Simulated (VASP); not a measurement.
# Be (P6/mmm) in VASP: notebook

Be is run at these levels: PBE; tasks: single point.

Program: VASP 6.6.1. These are calculated values, not measurements. Logs are shortened: lines on timing, memory, paths and dates and some standing lists are left out, and cuts for length are marked.

### 1 The cell of the first run

The structure is hexagonal, space group P6/mmm (No. 191). The conventional cell has a = 3.032 Å, b = 3.032 Å, c = 1.811 Å, α = 90.00°, β = 90.00°, γ = 120.00°. Be (site symmetry 6/mmm) has 14 Be at 1.81 to 1.97 Å within 2.4 Å. Within 2.3 Å of Be (site symmetry -6m2) lie 11 Be at 1.75 to 1.97 Å.

This isn't the form of Be at room conditions, which is hcp.

### 2 Single point, PBE

File INCAR:

```
PREC = Accurate
ENCUT = 600
EDIFF = 1E-6
ISMEAR = -1
SIGMA = 0.05
LREAL = F
LASPH = T
NELM = 120
ALGO = Normal
ISIF = 2
LWAVE = F
LCHARG = F
GGA = PE
NBANDS = 10
GGA_COMPAT = F
```

File KPOINTS:

```
regular mesh
0
Gamma
  12 12 17
```

File POSCAR:

```
Be
1.0
    3.0321208750      0.0000000000      0.0000000000
   -1.5160604375      2.6258937051      0.0000000000
    0.0000000000      0.0000000000      1.8110905718
Be
3
Direct
    0.0000000000      0.0000000000      0.0000000000
    0.3333333333      0.6666666667      0.5000000000
    0.6666666667      0.3333333333      0.5000000000
```

Potentials or basis: VASP PAW PBE potentials, release 64 (Be).

Started as:

```console
cat potpaw_PBE.64/Be/POTCAR > POTCAR
mpirun -np 1 vasp_std > vasp.out
```

OUTCAR:

```text
PREC = Accurate
   ENCUT = 600
   EDIFF = 1E-6
   ISMEAR = -1
   LREAL = F
   LASPH = T
   NELM = 120
   ISIF = 2
   GGA = PE

 ion  position               nearest neighbor table
   1  0.000  0.000  0.000-   2 1.97   3 1.97   2 1.97   3 1.97   3 1.97   3 1.97   2 1.97   2 1.97
                             3 1.97   3 1.97   2 1.97   2 1.97
   2  0.333  0.667  0.500-   3 1.75   3 1.75   3 1.75   1 1.97   1 1.97   1 1.97   1 1.97   1 1.97
                             1 1.97
   3  0.667  0.333  0.500-   2 1.75   2 1.75   2 1.75   1 1.97   1 1.97   1 1.97   1 1.97   1 1.97
                             1 1.97

  LATTYP: Found a hexagonal cell.
 ALAT       =     3.0321208750
 C/A-ratio  =     0.5973015742

  Lattice vectors:

 A1 = (   3.0321208750,   0.0000000000,   0.0000000000)
 A2 = (  -1.5160604375,   2.6258937051,   0.0000000000)
 A3 = (   0.0000000000,   0.0000000000,   1.8110905718)

Analysis of symmetry for initial positions (statically):
=====================================================================
 Subroutine PRICEL returns:
 Original cell was already a primitive cell.

 Routine SETGRP: Setting up the symmetry group for a
 hexagonal supercell.

 Subroutine GETGRP returns: Found 24 space group operations
 (whereof 24 operations were pure point group operations)
 out of a pool of 24 trial point group operations.

The static configuration has the point symmetry D_6h.

Analysis of symmetry for dynamics (positions and initial velocities):
=====================================================================
 Subroutine PRICEL returns:
 Original cell was already a primitive cell.

 Routine SETGRP: Setting up the symmetry group for a
 hexagonal supercell.

 Subroutine GETGRP returns: Found 24 space group operations
 (whereof 24 operations were pure point group operations)
 out of a pool of 24 trial point group operations.

The dynamic configuration has the point symmetry D_6h.

 Subroutine INISYM returns: Found 24 space group operations
 (whereof 24 operations are pure point group operations),
 and found     1 'primitive' translations

----------------------------------------------------------------------------------------

                                     Primitive cell

  volume of cell :      14.4200

  direct lattice vectors                    reciprocal lattice vectors
     3.032120875  0.000000000  0.000000000     0.329802155  0.190411363  0.000000000
    -1.516060437  2.625893705  0.000000000     0.000000000  0.380822726  0.000000000
[... 87 lines left out ...]
   EDIFF  = 0.1E-05   stopping-criterion for ELM
   LREAL  =      F    real-space projection
[... 7 lines left out ...]
   TEBEG  =    0.0;   TEEND  =   0.0 temperature during run
   PSTRESS=    0.0 pullay stress
   NELECT =       6.0000    total number of electrons
   NUPDOWN=      -1.0000    fix difference up-down
   EMIN   =  10.00;   EMAX   =-10.00  energy-range for DOS
   EFERMI =   0.00;   METHOD = LEGACY
   ISMEAR =    -1;   SIGMA  =   0.05  broadening in eV -4-tet -1-fermi 0-gaus
   EFERMI_NEDOS =   21; number of points for ismear=-14 and -15
   IALGO  =     38    algorithm
   IMIX   =      4    mixing-type and parameters
     AMIX     =   0.40;   BMIX     =  1.00
     AMIX_MAG =   1.60;   BMIX_MAG =  1.00
  volume/ion in A,a.u.               =       4.81        32.44
  Fermi-wavevector in a.u.,A,eV,Ry     =   1.222186  2.309597 20.323548  1.493739
  Thomas-Fermi vector in A             =   2.357342
   LORBIT       =      0    0 simple, 1 ext, 2 COOP (PROOUT), +10 PAW based schemes
   GGA     = PE    functional components
   LHFCALC =     F    Hartree Fock is set to
   AEXX    =    0.0000 exact exchange contribution
   IVDW    =     0    specifies the selected vdW correction
   LEPSILON=     F    determine dielectric tensor
   LRPA    =     F    only Hartree local field effects (RPA)
 non-spin polarized calculation
  energy-cutoff  :      600.00
  volume of cell :       14.42
 maximum number of plane-waves:       495
   NGX = 13   NGY = 13   NGZ =  7

 number of electron       6.0000000 magnetization

 Free energy of the ion-electron system (eV)
  ---------------------------------------------------
  ext. energy  EPLUGINS =         0.00000000
  ---------------------------------------------------
  free energy    TOTEN  =        -7.80958139 eV

  energy without entropy =       -7.80734169  energy(sigma->0) =       -7.80846154

 E-fermi :  13.0126     XC(G=0): -12.3712

 val. band max:       12.9515791255   @ k =   0.1667   0.0833   0.4118
 cond. band min:      13.0158645940   @ k =   0.1667  -0.0000   0.3529
 fundamental gap:      0.0642854685
 Fermi energy:        13.0126103676

 k-point     1 :       0.0000    0.0000    0.0000
  band No.  band energies     occupation
      1      -2.1976      2.00000
      2      10.4339      2.00000
      3      10.4339      2.00000
      4      10.7042      2.00000
      5      10.7042      2.00000
      6      22.5702      0.00000
      7      23.3818      0.00000
      8      29.7390      0.00000
      9      41.4715      0.00000
     10      41.4716      0.00000
[... 287 lines left out ...]
 k-point    24 :       0.3333    0.0000    0.0588
  band No.  band energies     occupation
      1      -0.6655      2.00000
      2       3.7641      2.00000
      3       5.9824      2.00000
      4      14.8541      0.00000
      5      20.0829      0.00000
      6      25.8901      0.00000
      7      28.0505      0.00000
      8      31.2006      0.00000
      9      33.2490      0.00000
     10      34.4332      0.00000

 [... further k-points ...]

------------------------ aborting loop because EDIFF is reached ----------------------------------------

  FORCE on cell =-STRESS in cart. coord.  units (eV):
  Direction    XX          YY          ZZ          XY          YZ          ZX
  --------------------------------------------------------------------------------------
  -------------------------------------------------------------------------------------
  Total       12.6654818     12.6654818     12.6632424      0.0000000     -0.0000000     -0.0000000
  in kB     1407.2409881   1407.2409881   1406.9921662      0.0000000     -0.0000000     -0.0000000
  external PRESSURE =    1407.1580475 kB  Pullay stress =       0.0000000 kB

 VOLUME and BASIS-vectors are now :
 -----------------------------------------------------------------------------
  energy-cutoff  :      600.00
  volume of cell :       14.42
      direct lattice vectors                 reciprocal lattice vectors
     3.032120875  0.000000000  0.000000000     0.329802155  0.190411363  0.000000000
    -1.516060437  2.625893705  0.000000000     0.000000000  0.380822726  0.000000000
     0.000000000  0.000000000  1.811090572     0.000000000  0.000000000  0.552153501

 POSITION                                       TOTAL-FORCE (eV/Angst)
 -----------------------------------------------------------------------------------
      0.00000      0.00000      0.00000        -0.000000      0.000000      0.000000
     -0.00000      1.75060      0.90555         0.000000     -0.000000      0.000000
      1.51606      0.87530      0.90555        -0.000000      0.000000      0.000000
 -----------------------------------------------------------------------------------
    total drift:                               -0.000000      0.000000     -0.000000

  FREE ENERGIE OF THE ION-ELECTRON SYSTEM (eV)
  ---------------------------------------------------
  free  energy   TOTEN  =        -7.8095813887 eV

  energy  without entropy=       -7.8073416927  energy(sigma->0) =       -7.80846154
```

stdout:

```text
POSCAR found type information on POSCAR Be
 POSCAR found :  1 types and       3 ions
 scaLAPACK will be used
 LDA part: xc-table for (Slater+PW92), standard interpolation
 POSCAR, INCAR and KPOINTS ok, starting setup
 FFT: planning ... GRIDC
 FFT: planning ... GRID_SOFT
 FFT: planning ... GRID
 WAVECAR not read
 entering main loop
```

Run time: 6 s. Hardware: 1 thread of Intel Xeon 6975P-C (Granite Rapids), shared host; peak memory 0.13 GiB.

What came out:

```yaml
Free_energy: -7.8096 eV
Pressure: 140.7 GPa
Band_gap_on_the_k_mesh: zero (bands 3 and 4 overlap by 7.58 eV)
```

Caveat: the cell stands under pressure.

### 3 Single point, PBE

File INCAR:

```
ALGO = Normal
EDIFF = 1E-6
ENCUT = 600
GGA = PE
GGA_COMPAT = F
ISIF = 2
ISMEAR = -1
LASPH = T
LCHARG = F
LREAL = F
LWAVE = F
NBANDS = 10
NELM = 120
PREC = Accurate
SIGMA = 0.05
```

File KPOINTS:

```
k-points
0
Gamma
  12 12 17
```

File POSCAR:

```
Be
1.0
    3.0313312548      0.0000000000      0.0000000000
   -1.5156656274      2.6252098739      0.0000000000
    0.0000000000      0.0000000000      1.8105686776
Be
3
Direct
    0.0000000000      0.0000000000      0.0000000000
    0.3333333333      0.6666666667      0.5000000000
    0.6666666667      0.3333333333      0.5000000000
```

Potentials or basis: VASP PAW PBE potentials, release 64 (Be).

Started as:

```console
cat potpaw_PBE.64/Be/POTCAR > POTCAR
mpirun -np 1 vasp_std > vasp.out
```

Wall time 6.3 s (1 thread of Intel Xeon 6975P-C (Granite Rapids), shared host); peak memory 0.13 GiB.

It converged, with:

```yaml
Free_energy: -7.7993 eV
Pressure: 141.1 GPa
Band_gap_on_the_k_mesh: zero (bands 3 and 4 overlap by 7.58 eV)
```

Levels at points of the mesh, in eV from the Fermi level:
```csv
k point,band 1,band 2,band 3,band 4,band 5,band 6,band 7
"(0.00, 0.00, 0.00)",-15.21,-2.58,-2.58,-2.31,-2.31,9.57,10.38
"(0.50, 0.00, 0.00)",-12.00,-11.92,-7.78,2.12,13.05,13.36,16.82
```

Caveat: the cell stands under pressure.
